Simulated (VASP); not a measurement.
Wanted: the native input for a VASP 6.6.1 run.

```
Task                   : single point
Functional             : PBE
Potentials or basis    : VASP PAW PBE potentials, release 64 (Mo_sv, W_sv)
Cutoff                 : 520 eV
k mesh                 : 12 × 12 × 4
Occupations            : gaussian, width 0.1 eV
Spin                   : no spin polarisation
Dipole correction      : no
Further INCAR settings : ALGO = Fast; EDIFF = 1e-06; NBANDS = 51
```

The structure of Mo5W lies in POSCAR:

```
Mo5W
1.0
    3.0049929065      0.0000000000      0.0000000000
   -1.5024964532      2.6024001952      0.0000000000
    0.0000000000      0.0000000000     12.4935018897
Mo W
5 1
Direct
    0.3333333333      0.6666666667      0.8343788448
    0.0000000000      0.0000000000      0.0000000000
    0.6666666667      0.3333333333      0.1656211552
    0.3333333333      0.6666666667      0.3319911457
    0.6666666667      0.3333333333      0.6680088543
    0.0000000000      0.0000000000      0.5000000000
```

These files were run (other wordings do the same):

INCAR

```
PREC = Accurate ; ENCUT = 520
EDIFF = 1E-6 ; ISMEAR = 0
SIGMA = 0.1 ; LREAL = F
LASPH = T ; NELM = 80
ALGO = Fast ; ISIF = 2
LWAVE = F ; LCHARG = F
GGA = PE ; NBANDS = 51
```

KPOINTS

```
Automatic mesh
0
Gamma
  12 12 4
```

Potentials or basis: VASP PAW PBE potentials, release 64 (Mo_sv, W_sv).

Launch:

```bash
$ cat potpaw_PBE.64/Mo_sv/POTCAR potpaw_PBE.64/W_sv/POTCAR > POTCAR
$ mpirun -np 1 vasp_std > vasp.out
```

Results of the run:

```json
{"Pressure": "0.5 GPa", "Largest force": "0.012 eV/Å", "Band gap on the k mesh": "zero (bands 42 and 43 overlap by 1.35 eV)"}
```

Caveat: spin-orbit coupling is left out, which moves the levels of the heavy elements.

Wall time 11 min on 1 thread of Intel Xeon 8259CL, with other jobs on the host, peak memory 0.41 GiB.
